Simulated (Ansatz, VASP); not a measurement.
# Be in VASP and in Ansatz

The input INCAR:

```
PREC = Accurate ; ENCUT = 520
EDIFF = 1E-6 ; ISMEAR = 0
SIGMA = 0.15 ; LREAL = F
LASPH = T ; NELM = 100
ALGO = Fast ; ISIF = 2
LWAVE = F ; LCHARG = T
GGA = PE ; IVDW = 12
LELF = T ; LVHAR = T
NBANDS = 9
```

KPOINTS

```
regular mesh
0
Gamma
  24 24 12
```

The input POSCAR:

```
Be
1.0
    2.2141966284      0.0000000000      0.0000000000
   -1.1070983142      1.9175505292      0.0000000000
    0.0000000000      0.0000000000      3.5001053904
Be
2
Direct
    0.3003501210      0.6425212795      0.2500000000
    0.6996498790      0.3574787205      0.7500000000
```

Input for Ansatz:

```yaml
crystal:
  lattice:
    - [2.2141966284, 0.0, 0.0]
    - [-1.1070983142, 1.9175505292, 0.0]
    - [0.0, 0.0, 3.5001053904]
  atoms:
    - { symbol: Be, position: [0.300350121, 0.6425212795, 0.25] }
    - { symbol: Be, position: [0.699649879, 0.3574787205, 0.75] }
basis:
  ecutwfc: 520.0
kpoints:
  mp_grid: { grid: [24, 24, 12] }
hamiltonian:
  xc: pbe
  dispersion: d3bj
scf:
  occupations: { method: gaussian, width: 0.15 }
output:
  forces: true
  stress: true
  eigenvalues: true
```

Change from the starting cell: mode 4 frozen in at -0.046 Å and mode 5 at -0.046 Å (largest displacements).

Alike in both runs: task single point; functional PBE; dispersion D3(BJ); k mesh 24 × 24 × 12; occupations gaussian, width 0.15 eV; no spin polarisation.

```csv
,VASP,Ansatz
version,VASP 6.6.1,Ansatz 0.2.0
potentials or method,"VASP PAW PBE potentials, release 64 (Be), cutoff 520 eV","scalar-relativistic, plane waves, PAW"
valence electrons in the cell,4,4
```

Ansatz gave:

```
gap on the k mesh at the Fermi level (eV)                     : none
pressure (GPa)                                                : 0.4
traceless stress, the component that is largest in VASP (GPa) : -3.29
rms of the force components (eV/Å)                            : 0.325
```

**Question.** What did VASP give for the same quantities?

**Answer.** gap on the k mesh at the Fermi level (eV): none; pressure (GPa): 0.6; traceless stress, the component that is largest in VASP (GPa): -3.31; rms of the force components (eV/Å): 0.325.

Atom by atom the forces differ by 0.000 eV/Å (rms over components). A gap of «none» marks a metal or a gap that the smearing closes.
